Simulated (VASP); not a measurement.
# MgO in VASP: further runs, part 2 of 2

VASP 6.6.1. The steps go on from the part before.

### 3 Single point, PBE

INCAR

```
  ALGO = Normal
  DIPOL = 0.5 0.5 0.500
  EDIFF = 1E-6
  ENCUT = 520
  GGA = PE
  IDIPOL = 3
  ISIF = 2
  ISMEAR = -1
  LASPH = True
  LCHARG = False
  LDIPOL = True
  LREAL = False
  LWAVE = False
  NBANDS = 21
  NELM = 100
  PREC = Accurate
  SIGMA = 0.02
```

KPOINTS

```
k-points
0
Gamma
  10 10 1
```

POSCAR

```
MgO
1.0
    3.0079491112      0.0000000000      0.0000000000
    0.0000000000      3.0079491112      0.0000000000
    0.0000000000      0.0000000000     20.2539000000
Mg O
3 3
Direct
    0.2500000000      0.2500000000      0.3949860909
    0.7500000000      0.7500000000      0.5000000000
    0.2500000000      0.2500000000      0.6050139091
    0.7500000000      0.7500000000      0.3949860909
    0.2500000000      0.2500000000      0.5000000000
    0.7500000000      0.7500000000      0.6050139091
```

Potentials or basis: VASP PAW PBE potentials, release 64 (Mg, O).

Command:

```
cat potpaw_PBE.64/Mg/POTCAR potpaw_PBE.64/O/POTCAR > POTCAR
mpirun -np 1 vasp_std > vasp.out
```

OUTCAR:

```text
EDIFF = 1E-6
   ENCUT = 520
   GGA = PE
   ISIF = 2
   ISMEAR = -1
   LASPH = True
   LREAL = False
   NELM = 100
   PREC = Accurate

 ion  position               nearest neighbor table
   1  0.250  0.250  0.395-   5 2.13   4 2.13   4 2.13   4 2.13   4 2.13   2 3.01   2 3.01   2 3.01
                             2 3.01
   2  0.750  0.750  0.500-   4 2.13   6 2.13   5 2.13   5 2.13   5 2.13   5 2.13   3 3.01   3 3.01
                             1 3.01   3 3.01   1 3.01   1 3.01   3 3.01   1 3.01
   3  0.250  0.250  0.605-   5 2.13   6 2.13   6 2.13   6 2.13   6 2.13   2 3.01   2 3.01   2 3.01
                             2 3.01
   4  0.750  0.750  0.395-   2 2.13   1 2.13   1 2.13   1 2.13   1 2.13
   5  0.250  0.250  0.500-   1 2.13   3 2.13   2 2.13   2 2.13   2 2.13   2 2.13
   6  0.750  0.750  0.605-   2 2.13   3 2.13   3 2.13   3 2.13   3 2.13

  LATTYP: Found a simple tetragonal cell.
 ALAT       =     3.0079491112
 C/A-ratio  =     6.7334583303

  Lattice vectors:

 A1 = (   3.0079491112,   0.0000000000,   0.0000000000)
 A2 = (   0.0000000000,   3.0079491112,   0.0000000000)
 A3 = (   0.0000000000,   0.0000000000,  20.2539000000)

Analysis of symmetry for initial positions (statically):
=====================================================================
[... 195 lines left out ...]
      5      -4.3552      2.00000
      6      -3.3562      2.00000
[... 493 lines left out ...]
     20       9.0394      0.00000
     21       9.0394      0.00000

------------------------ aborting loop because EDIFF is reached ----------------------------------------

 vacuum level on the upper side and lower side of the slab       (xc-potential included)        -0.096        -0.096

  FORCE on cell =-STRESS in cart. coord.  units (eV):
  Direction    XX          YY          ZZ          XY          YZ          ZX
  --------------------------------------------------------------------------------------
  -------------------------------------------------------------------------------------
  Total       -4.0445442     -4.0445442     -0.1558569     -0.0000000      0.0000000      0.0000000
  in kB      -35.3614887    -35.3614887     -1.3626585     -0.0000000      0.0000000      0.0000000
  external PRESSURE =     -24.0285453 kB  Pullay stress =       0.0000000 kB

 VOLUME and BASIS-vectors are now :
 -----------------------------------------------------------------------------
  energy-cutoff  :      520.00
  volume of cell :      183.25
      direct lattice vectors                 reciprocal lattice vectors
     3.007949111  0.000000000  0.000000000     0.332452433  0.000000000  0.000000000
     0.000000000  3.007949111  0.000000000     0.000000000  0.332452433  0.000000000
     0.000000000  0.000000000 20.253900000     0.000000000  0.000000000  0.049373207

 POSITION                                       TOTAL-FORCE (eV/Angst)
 -----------------------------------------------------------------------------------
      0.75199      0.75199      8.00001        -0.000000     -0.000000      0.470408
      2.25596      2.25596     10.12695        -0.000000     -0.000000      0.000000
      0.75199      0.75199     12.25389        -0.000000     -0.000000     -0.470408
      2.25596      2.25596      8.00001         0.000000      0.000000     -0.450462
      0.75199      0.75199     10.12695         0.000000     -0.000000      0.000000
      2.25596      2.25596     12.25389         0.000000      0.000000      0.450462
 -----------------------------------------------------------------------------------
    total drift:                                0.000000      0.000000     -0.000000

  FREE ENERGIE OF THE ION-ELECTRON SYSTEM (eV)
  ---------------------------------------------------
  free  energy   TOTEN  =       -34.6900210023 eV

  energy  without entropy=      -34.6900210023  energy(sigma->0) =      -34.69002100

 vacuum level on the upper side and lower side of the slab         2.403         2.403
```

It took 2.8 min on 1 thread of Intel Xeon 8259CL, shared host; peak memory 0.31 GiB.

Results:

* Free energy: -34.6900 eV
* Largest force: 0.470 eV/Å
* Band gap on the k mesh: 3.15 eV

Forces in eV/Å, atoms in the order of the input:
```
Mg   0.000  0.000  0.470
Mg   0.000  0.000  0.000
Mg   0.000  0.000 -0.470
O    0.000  0.000 -0.450
O    0.000  0.000  0.000
O    0.000  0.000  0.450
```

### 4 Single point, PBE

INCAR

```
SYSTEM = MgO
ALGO = Normal ; DIPOL = 0.5 0.5 0.500
EDIFF = 1E-7 ; ENCUT = 520
GGA = PE ; IDIPOL = 3
ISIF = 2 ; ISMEAR = -1
LASPH = .True. ; LCHARG = .False.
LDIPOL = .True. ; LREAL = .False.
LWAVE = .False. ; NBANDS = 21
NELM = 60 ; PREC = Accurate
SIGMA = 0.02
```

KPOINTS

```
k-points
0
Gamma
  10 10 1
  0 0 0
```

POSCAR

```
MgO
1.0
    3.0079491112      0.0000000000      0.0000000000
    0.0000000000      3.0079491112      0.0000000000
    0.0000000000      0.0000000000     20.2539000000
Mg O
3 3
Direct
    0.2500000000      0.2500000000      0.3961221553
    0.7500000000      0.7500000000      0.4999999983
    0.2500000000      0.2500000000      0.6038778387
    0.7500000000      0.7500000000      0.3937806600
    0.2500000000      0.2500000000      0.4999999987
    0.7500000000      0.7500000000      0.6062193490
```

Command:

```
cat potpaw_PBE.64/Mg/POTCAR potpaw_PBE.64/O/POTCAR > POTCAR
mpirun -np 1 vasp_std > vasp.out
```

Wall time 3.2 min (1 thread of Intel Xeon 8259CL, shared host); peak memory 0.31 GiB.

Results (log left out):

```
Free energy            : -34.7126 eV
Largest force          : 0.028 eV/Å
Band gap on the k mesh : 3.41 eV
```

Forces in eV/Å, atoms in the order of the input:
```
Mg   0.000  0.000  0.028
Mg   0.000  0.000  0.000
Mg   0.000  0.000 -0.028
O    0.000  0.000 -0.004
O    0.000  0.000  0.000
O    0.000  0.000  0.004
```

Levels at points of the mesh, in eV from the valence-band top:
```csv
k point,band 9,band 10,band 11,band 12,band 13,band 14,band 15,band 16
"(0.00, 0.00, 0.00)",-0.31,-0.31,0.00,0.00,3.41,3.99,5.21,5.97
"(0.50, 0.00, 0.00)",-0.68,-0.44,-0.22,-0.22,6.72,6.89,7.62,8.01
"(0.50, 0.50, 0.00)",-1.61,-1.60,-0.64,-0.41,8.21,8.54,9.64,9.64
```

### 5 Single point, PBE

INCAR

```
SYSTEM = MgO
ALGO = Normal ; DIPOL = 0.5 0.5 0.500
EDIFF = 1E-6 ; EFIELD = -0.5
ENCUT = 520 ; GGA = PE
IDIPOL = 3 ; ISIF = 2
ISMEAR = -1 ; LASPH = .True.
LCHARG = .False. ; LDIPOL = .True.
LREAL = .False. ; LWAVE = .False.
NBANDS = 21 ; NELM = 80
PREC = Accurate ; SIGMA = 0.02
```

KPOINTS is that of step 4.

POSCAR is that of step 4.

Command:

```
cat potpaw_PBE.64/Mg/POTCAR potpaw_PBE.64/O/POTCAR > POTCAR
mpirun -np 1 vasp_std > vasp.out
```

It took 3.2 min on 1 thread of Intel Xeon 8259CL, shared host; peak memory 0.31 GiB.

It converged, with:

```
Free energy            : -34.7463 eV
Largest force          : 0.300 eV/Å
Band gap on the k mesh : 2.55 eV
```

Forces on the atoms (eV/Å):
```
Mg   0.000  0.000  0.283
Mg   0.000  0.000  0.300
Mg   0.000  0.000  0.246
O    0.000  0.000 -0.267
O    0.000  0.000 -0.299
O    0.000  0.000 -0.263
```

Levels at points of the mesh, in eV from the valence-band top:
```
           k point  band 8  band 9  band 10  band 11  band 12  band 13  band 14  band 15  band 16  band 17
(0.00, 0.00, 0.00)   -0.76   -0.58    -0.58     0.00     0.00     2.55     3.37     4.22     5.33     6.57
(0.50, 0.00, 0.00)   -1.30   -0.83    -0.69    -0.48    -0.07     5.91     6.70     7.24     7.34     7.52
(0.50, 0.50, 0.00)   -1.76   -1.70    -1.70    -1.02    -0.35     7.71     8.71     9.38     9.38    10.29
```

### 6 Overview

```tsv
task	cell	electric field (eV/Å)	gap on the mesh (eV)	largest force (eV/Å)
relaxation of the atoms	atoms relaxed, atomic positions A	-	3.42	0.01
single point	as given, atomic positions A	-	3.15	0.47
single point	as given, atomic positions B	-	3.41	0.03
single point	as given, atomic positions B	-0.5 eV/Å	2.55	0.30
```

Alike in all rows: level PBE; potentials or basis VASP PAW PBE potentials, release 64 (Mg, O); no spin polarisation; k mesh 10 × 10 × 1; cutoff (eV) 520; smearing fermi-dirac 0.02 eV.

Total energies depend on the potentials used, so only differences within one code and one set of settings carry meaning.
